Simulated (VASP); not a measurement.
# InSe (P-1) in VASP: a series of runs

The runs below take InSe through electric field gradients, with PBEsol.

Program: VASP 6.6.1. These are calculated values, not measurements. Logs are shortened: lines on timing, memory, paths and dates and some standing lists are left out, and cuts for length are marked.

### 1 The cell of the first run

The typed cell holds 4 atoms: a = 6.256 Å, b = 6.179 Å, c = 4.640 Å, α = 110.42°, β = 109.69°, γ = 38.60°.

### 2 Electric field gradients, PBEsol (equal xy, yz and zx shear strains of -2 %)

Input file INCAR:

```
SYSTEM = InSe
PREC = Accurate
ENCUT = 520
EDIFF = 1E-8
ISMEAR = -1
SIGMA = 0.02
LREAL = .FALSE.
LASPH = .TRUE.
NELM = 100
ALGO = Normal
ISIF = 2
LWAVE = .FALSE.
LCHARG = .FALSE.
GGA = PS
LEFG = .TRUE.
NBANDS = 27
```

Input file KPOINTS:

```
Automatic mesh
0
G
  7 7 6
  0 0 0
```

Input file POSCAR:

```
InSe
1.0
    5.8884526766     -2.1136790268     -0.0381290268
    5.8473526766      1.9963209732     -0.0792290268
   -1.6426522603     -0.0272424071      4.3396505634
In Se
2 2
Direct
    0.8840000000      0.8840000000      0.0050000000
    0.1160000000      0.1160000000      0.9950000000
    0.6600000000      0.6600000000      0.6420000000
    0.3400000000      0.3400000000      0.3580000000
```

Potentials or basis: VASP PAW PBE potentials, release 64 (In_d, Se).

Started as:

```
cat potpaw_PBE.64/In_d/POTCAR potpaw_PBE.64/Se/POTCAR > POTCAR
mpirun -np 1 vasp_std > vasp.out
```

OUTCAR:

```text
SYSTEM = InSe
   PREC = Accurate
   ENCUT = 520
   EDIFF = 1E-8
   ISMEAR = -1
   LREAL = .FALSE.
   LASPH = .TRUE.
   NELM = 100
   ISIF = 2
   GGA = PS

 ion  position               nearest neighbor table
   1  0.884  0.884  0.005-   3 2.56   2 2.74   4 2.78   4 2.80   2 3.71   2 3.78
   2  0.116  0.116  0.995-   4 2.56   1 2.74   3 2.78   3 2.80   1 3.71   1 3.78
   3  0.660  0.660  0.642-   1 2.56   2 2.78   2 2.80
   4  0.340  0.340  0.358-   2 2.56   1 2.78   1 2.80

  LATTYP: Found a triclinic cell.
 ALAT       =     6.2347991047
 B/A-ratio  =     2.6137126066
 C/A-ratio  =     1.9296692071
 COS(alpha) =     0.0049877820
 COS(beta)  =     0.3290799003
 COS(gamma) =     0.9420731470

  Lattice vectors:

 A1 = (   1.6015522603,   4.1372424071,  -4.3807505634)
 A2 = (   9.0504571972,  10.2708057874,  -8.8407301536)
 A3 = (  -8.4505008326,   0.1718428678,  -8.5619430732)

Analysis of symmetry for initial positions (statically):
=====================================================================
 Subroutine PRICEL returns:
 Original cell was already a primitive cell.

 Routine SETGRP: Setting up the symmetry group for a
 triclinic supercell.

 Subroutine GETGRP returns: Found  2 space group operations
 (whereof  2 operations were pure point group operations)
 out of a pool of  2 trial point group operations.

The static configuration has the point symmetry S_2 .

Analysis of symmetry for dynamics (positions and initial velocities):
=====================================================================
 Subroutine PRICEL returns:
 Original cell was already a primitive cell.

 Routine SETGRP: Setting up the symmetry group for a
 triclinic supercell.

 Subroutine GETGRP returns: Found  2 space group operations
 (whereof  2 operations were pure point group operations)
 out of a pool of  2 trial point group operations.

The dynamic configuration has the point symmetry S_2 .

 Subroutine INISYM returns: Found  2 space group operations
 (whereof  2 operations are pure point group operations),
 and found     1 'primitive' translations

[... 141 lines left out ...]
  free energy    TOTEN  =       -15.41465730 eV

  energy without entropy =      -15.41465730  energy(sigma->0) =      -15.41465730

 E-fermi :   5.1737     XC(G=0):  -9.7654

 val. band max:        4.7576239749   @ k =  -0.2857  -0.2857   0.3333
 cond. band min:       5.7294700055   @ k =   0.4286   0.4286   0.0000
 fundamental gap:      0.9718460306
 Fermi energy:         5.1736681365

 k-point     1 :       0.0000    0.0000    0.0000
  band No.  band energies     occupation
      1      -9.8734      2.00000
      2      -9.8143      2.00000
      3      -9.5045      2.00000
      4      -9.4954      2.00000
      5      -9.4456      2.00000
      6      -9.4405      2.00000
[... 709 lines left out ...]
     26      11.0735      0.00000
     27      11.3058      0.00000

 [... further k-points ...]

------------------------ aborting loop because EDIFF is reached ----------------------------------------

  FORCE on cell =-STRESS in cart. coord.  units (eV):
  Direction    XX          YY          ZZ          XY          YZ          ZX
  --------------------------------------------------------------------------------------
  -------------------------------------------------------------------------------------
  Total        1.5703745     -1.1164288     -0.1361358      0.1776819      0.2602957      2.0998943
  in kB       24.1362108    -17.1591935     -2.0923687      2.7309201      4.0006718     32.2747805
  external PRESSURE =       1.6282162 kB  Pullay stress =       0.0000000 kB

 VOLUME and BASIS-vectors are now :
 -----------------------------------------------------------------------------
  energy-cutoff  :      520.00
  volume of cell :      104.24
      direct lattice vectors                 reciprocal lattice vectors
     5.888452677 -2.113679027 -0.038129027     0.083086831 -0.242178835  0.029929884
     5.847352677  1.996320973 -0.079229027     0.088003158  0.244537496  0.034846210
    -1.642652260 -0.027242407  4.339650563     0.002336691  0.002336691  0.231332457

 POSITION                                       TOTAL-FORCE (eV/Angst)
 -----------------------------------------------------------------------------------
     10.36624     -0.10388     -0.08205        -0.068257     -0.024902      0.610721
     -0.27309     -0.04072      4.30434         0.068257      0.024902     -0.610721
      6.69105     -0.09495      2.70860        -0.851383     -0.076850     -0.133976
      3.40210     -0.04965      1.51369         0.851383      0.076850      0.133976
 -----------------------------------------------------------------------------------
    total drift:                               -0.000000     -0.000000      0.000000

  FREE ENERGIE OF THE ION-ELECTRON SYSTEM (eV)
  ---------------------------------------------------
  free  energy   TOTEN  =       -15.4146572976 eV

  energy  without entropy=      -15.4146572976  energy(sigma->0) =      -15.41465730

 Electric field gradients (V/A^2)
---------------------------------------------------------------------
 ion       V_xx      V_yy      V_zz      V_xy      V_xz      V_yz
---------------------------------------------------------------------
   1    -183.496   107.600    75.895     6.090   -54.482     0.637
   2    -183.496   107.600    75.895     6.090   -54.482     0.637
   3      77.157   -27.174   -49.983    -7.025    15.920    -8.508
   4      77.157   -27.174   -49.983    -7.025    15.920    -8.508
---------------------------------------------------------------------

 Electric field gradients after diagonalization (V/A^2)
 (convention: |V_zz| > |V_xx| > |V_yy|)
----------------------------------------------------------------------
 ion       V_xx      V_yy      V_zz     asymmetry (V_yy - V_xx)/ V_zz
----------------------------------------------------------------------
   1     107.739    86.858  -194.597       0.107
   2     107.739    86.858  -194.597       0.107
   3     -54.120   -25.604    79.724       0.358
   4     -54.120   -25.604    79.724       0.358
----------------------------------------------------------------------

           NMR quadrupolar parameters

 Cq : quadrupolar parameter    Cq=e*Q*V_zz/h
 eta: asymmetry parameters     (V_yy - V_xx)/ V_zz
 Q  : nuclear electric quadrupole moment in mb (millibarn)
----------------------------------------------------------------------
 ion       Cq(MHz)       eta       Q (mb)
----------------------------------------------------------------------
   1      -0.471       0.107       1.000
   2      -0.471       0.107       1.000
   3       0.193       0.358       1.000
   4       0.193       0.358       1.000
----------------------------------------------------------------------
```

OSZICAR:

```text
N       E                     dE             d eps       ncg     rms          rms(c)
DAV:   1     0.335843237323E+03    0.33584E+03   -0.17620E+04  7998   0.162E+03
DAV:   2     0.240524659667E+02   -0.31179E+03   -0.30219E+03  8069   0.395E+02
DAV:   3    -0.142212863775E+02   -0.38274E+02   -0.37529E+02 10115   0.145E+02
DAV:   4    -0.158681620726E+02   -0.16469E+01   -0.16416E+01  9692   0.302E+01
DAV:   5    -0.159205738175E+02   -0.52412E-01   -0.52405E-01 11735   0.554E+00    0.634E+00
DAV:   6    -0.154504946397E+02    0.47008E+00   -0.87781E-01 11187   0.164E+01    0.377E+00
DAV:   7    -0.154190520911E+02    0.31443E-01   -0.33879E-01 12293   0.484E+00    0.112E+00
DAV:   8    -0.154149424747E+02    0.41096E-02   -0.40573E-02 11972   0.223E+00    0.556E-01
DAV:   9    -0.154146552905E+02    0.28718E-03   -0.49603E-03 11893   0.713E-01    0.185E-01
DAV:  10    -0.154146493585E+02    0.59320E-05   -0.42057E-04  9673   0.160E-01    0.102E-01
DAV:  11    -0.154146615225E+02   -0.12164E-04   -0.13405E-04 11501   0.136E-01    0.277E-02
DAV:  12    -0.154146572340E+02    0.42884E-05   -0.22700E-05 10812   0.491E-02    0.184E-02
DAV:  13    -0.154146573952E+02   -0.16117E-06   -0.24383E-06 11358   0.940E-03    0.103E-02
DAV:  14    -0.154146573572E+02    0.38041E-07   -0.61368E-07  9732   0.105E-02    0.302E-03
DAV:  15    -0.154146573070E+02    0.50167E-07   -0.58603E-08  7915   0.207E-03    0.786E-04
DAV:  16    -0.154146572962E+02    0.10780E-07   -0.91319E-09  5062   0.655E-04    0.249E-04
DAV:  17    -0.154146572976E+02   -0.13870E-08   -0.26416E-09  4656   0.552E-04
   1 F= -.15414657E+02 E0= -.15414657E+02  d E =-.550860E-11
```

It took 6.8 min on 1 thread of Intel Xeon Platinum 8488C (Sapphire Rapids), shared host; peak memory 0.52 GiB.

What came out:

```yaml
Free_energy: -15.4147 eV
Pressure: 0.2 GPa
Largest_force: 0.865 eV/Å
Band_gap_on_the_k_mesh: 0.97 eV (least direct gap 1.27 eV)
Largest_electric_field_gradient_by_atom: In -194.6; Se +79.7 V/Å²
```

Forces in eV/Å, atoms in the order of the input:
```
In  -0.068 -0.025  0.611
In   0.068  0.025 -0.611
Se  -0.851 -0.077 -0.134
Se   0.851  0.077  0.134
```

Stress tensor (GPa, compression positive):
```
 2.41  0.27  3.23
 0.27 -1.72  0.40
 3.23  0.40 -0.21
```

Electric field gradients, principal values (V/Å²):
```tsv
atom	least	middle	greatest (by size)
1 In	86.858	107.739	-194.597
2 In	86.858	107.739	-194.597
3 Se	-25.604	-54.120	79.724
4 Se	-25.604	-54.120	79.724
```

Caveat: the cell differs from its parent crystal (equal xy, yz and zx shear strains of -2 %); without QUAD_EFG the Cq values of the log hold for a quadrupole moment of 1 mb, not for the nuclei; the PAW data sets were made with another functional, which shifts forces and pressure a little; spin-orbit coupling is left out, which moves the levels of the heavy elements; an odd mesh through Γ misses points on the zone boundary, where band edges can lie.

### 3 Electric field gradients, PBEsol (equal xy, yz and zx shear strains of +2 %)

Input file INCAR:

```
SYSTEM = InSe
ALGO = Normal ; EDIFF = 1E-8
ENCUT = 520 ; GGA = PS
ISIF = 2 ; ISMEAR = -1
LASPH = .True. ; LCHARG = .False.
LEFG = .True. ; LREAL = .False.
LWAVE = .False. ; NBANDS = 27
NELM = 60 ; PREC = Accurate
SIGMA = 0.02
```

Input file KPOINTS:

```
k-points
0
Gamma
  7 7 6
  0 0 0
```

Input file POSCAR:

```
InSe
1.0
    5.8473526766     -1.9963209732      0.0381290268
    5.8884526766      2.1136790268      0.0792290268
   -1.5561791321      0.0272424071      4.3076622494
In Se
2 2
Direct
    0.8840000000      0.8840000000      0.0050000000
    0.1160000000      0.1160000000      0.9950000000
    0.6600000000      0.6600000000      0.6420000000
    0.3400000000      0.3400000000      0.3580000000
```

Potentials or basis: VASP PAW PBE potentials, release 64 (In_d, Se).

Started as:

```
cat potpaw_PBE.64/In_d/POTCAR potpaw_PBE.64/Se/POTCAR > POTCAR
mpirun -np 1 vasp_std > vasp.out
```

OUTCAR:

```text
SYSTEM = InSe
   EDIFF = 1E-8
   ENCUT = 520
   GGA = PS
   ISIF = 2
   ISMEAR = -1
   LASPH = .True.
   LREAL = .False.
   NELM = 60
   PREC = Accurate

 ion  position               nearest neighbor table
   1  0.884  0.884  0.005-   3 2.61   2 2.74   4 2.76   4 2.77   2 3.71   2 3.78
   2  0.116  0.116  0.995-   4 2.61   1 2.74   3 2.76   3 2.77   1 3.71   1 3.78
   3  0.660  0.660  0.642-   1 2.61   2 2.76   2 2.77
   4  0.340  0.340  0.358-   2 2.61   1 2.76   1 2.77

  LATTYP: Found a triclinic cell.
 ALAT       =     8.4261340364
 B/A-ratio  =     0.4878169469
 C/A-ratio  =     0.5435727928
 COS(alpha) =     0.0119539666
 COS(beta)  =     0.2387633234
 COS(gamma) =     0.7177293160

[... 949 lines left out ...]
 ion       V_xx      V_yy      V_zz      V_xy      V_xz      V_yz
---------------------------------------------------------------------
   1    -168.938    87.576    81.362    -5.892   -36.364    -0.426
   2    -168.938    87.576    81.362    -5.892   -36.364    -0.426
   3      65.309   -20.822   -44.488     7.761    19.265     7.690
   4      65.309   -20.822   -44.488     7.761    19.265     7.690
---------------------------------------------------------------------

 Electric field gradients after diagonalization (V/A^2)
 (convention: |V_zz| > |V_xx| > |V_yy|)
----------------------------------------------------------------------
 ion       V_xx      V_yy      V_zz     asymmetry (V_yy - V_xx)/ V_zz
----------------------------------------------------------------------
   1      87.837    86.409  -174.246       0.008
   2      87.837    86.409  -174.246       0.008
   3     -49.193   -20.287    69.480       0.416
   4     -49.193   -20.287    69.480       0.416
----------------------------------------------------------------------

           NMR quadrupolar parameters

 Cq : quadrupolar parameter    Cq=e*Q*V_zz/h
 eta: asymmetry parameters     (V_yy - V_xx)/ V_zz
 Q  : nuclear electric quadrupole moment in mb (millibarn)
----------------------------------------------------------------------
 ion       Cq(MHz)       eta       Q (mb)
----------------------------------------------------------------------
   1      -0.421       0.008       1.000
   2      -0.421       0.008       1.000
   3       0.168       0.416       1.000
   4       0.168       0.416       1.000
----------------------------------------------------------------------
```

It took 4.6 min on 1 thread of Intel Xeon 6975P-C (Granite Rapids), shared host; peak memory 0.53 GiB.

What came out:

```yaml
Free_energy: -15.4721 eV
Pressure: -0.3 GPa
Largest_force: 0.562 eV/Å
Band_gap_on_the_k_mesh: 0.80 eV (least direct gap 1.23 eV)
Largest_electric_field_gradient_by_atom: In -174.2; Se +69.5 V/Å²
```

Forces on the atoms (eV/Å):
```
In  -0.257  0.024  0.423
In   0.257 -0.024 -0.423
Se  -0.554  0.082  0.049
Se   0.554 -0.082 -0.049
```

Levels at points of the mesh, in eV from the valence-band top:
```csv
k point,band 15,band 16,band 17,band 18,band 19,band 20,band 21,band 22,band 23,band 24
"(0.00, 0.00, 0.00)",-4.01,-2.78,-2.34,-1.80,-1.20,2.69,3.40,4.26,4.63,5.18
"(0.00, 0.00, 0.50)",-2.29,-1.68,-1.62,-1.22,-0.37,0.99,2.17,3.29,3.45,5.36
```

Electric field gradients, principal values (V/Å²):
| atom | least | middle | greatest (by size) |
| --- | --- | --- | --- |
| 1 In | 86.409 | 87.837 | -174.246 |
| 2 In | 86.409 | 87.837 | -174.246 |
| 3 Se | -20.287 | -49.193 | 69.480 |
| 4 Se | -20.287 | -49.193 | 69.480 |

Caveat: the cell differs from its parent crystal (equal xy, yz and zx shear strains of +2 %); without QUAD_EFG the Cq values of the log hold for a quadrupole moment of 1 mb, not for the nuclei; the PAW data sets were made with another functional, which shifts forces and pressure a little; spin-orbit coupling is left out, which moves the levels of the heavy elements; an odd mesh through Γ misses points on the zone boundary, where band edges can lie.
